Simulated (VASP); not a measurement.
A run of VASP 6.6.1 is set up as follows.

File POSCAR:

```
PbSe
1.0
    0.0000000000      3.0887022205      3.0887022205
    3.0887022205      0.0000000000      3.0887022205
    3.0887022205      3.0887022205      0.0000000000
Pb Se
1 1
Direct
    0.0000000000      0.0000000000      0.0000000000
    0.5000000000      0.5000000000      0.5000000000
```

INCAR.step1

```
  ALGO = Normal
  EDIFF = 1E-5
  ENCUT = 520
  GGA = PE
  ISIF = 2
  ISMEAR = 0
  LASPH = T
  LCHARG = F
  LREAL = F
  LWAVE = T
  NBANDS = 17
  NELM = 60
  PREC = Accurate
  SIGMA = 0.01
```

Contents of INCAR.step2:

```
  AEXX = 0.3
  ALGO = Normal
  EDIFF = 1E-6
  ENCUT = 520
  GGA = PE
  HFSCREEN = 0.2078
  ISIF = 2
  ISMEAR = 0
  ISTART = 1
  LASPH = T
  LCHARG = F
  LHFCALC = T
  LREAL = F
  LWAVE = F
  NBANDS = 17
  NELM = 60
  PREC = Accurate
  PRECFOCK = Normal
  SIGMA = 0.01
```

KPOINTS

```
k-points
0
Gamma
  4 4 4
```

Potentials or basis: VASP PAW PBE potentials, release 64 (Pb_d, Se).

Launch:

```bash
$ cat potpaw_PBE.64/Pb_d/POTCAR potpaw_PBE.64/Se/POTCAR > POTCAR
$ cp INCAR.step1 INCAR
$ mpirun -np 1 vasp_std > vasp.out
$ cp INCAR.step2 INCAR
$ mpirun -np 1 vasp_std > vasp.out
```

(1) Predict the band gap on the k mesh.

(2) Predict the pressure.

## Answers

(1) 0.91 eV.

(2) -0.4 GPa.

Caveat: the k points lie up to 0.44 Å⁻¹ apart; the PAW data sets were made with another functional, which shifts forces and pressure a little; spin-orbit coupling is left out, which moves the levels of the heavy elements.
